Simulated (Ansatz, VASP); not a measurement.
One calculation of AlN, two programs

```
CELL_PARAMETERS angstrom
0.00000 2.19846 2.19846
2.19846 0.00000 2.19846
2.19846 2.19846 0.00000
ATOMIC_POSITIONS crystal
Al 0.00000 0.00000 0.00000
N 0.25000 0.25000 0.25000
```

Alike in both runs: task single point; functional PBEsol; k mesh 10 × 10 × 10; occupations fermi-dirac, width 0.05 eV; no spin polarisation.

```csv
,VASP,Ansatz
version,VASP 6.6.1,Ansatz 0.2.0
potentials or method,"VASP PAW PBE potentials, release 64 (Al, N)",Ansatz PAW
plane-wave cutoff (eV),520,420
valence electrons in the cell,8,8
```

```csv
,VASP,Ansatz,Ansatz less VASP
gap on the k mesh at the Fermi level (eV),3.18,3.19,+0.008
least direct gap on the mesh (eV),3.96,3.94,-0.015
pressure (GPa),-2.6,-2.6,+0.05
```

VASP's potentials were made for PBE, not for PBEsol. The functional is the same, so the differences come from potentials, cutoffs and numerics.
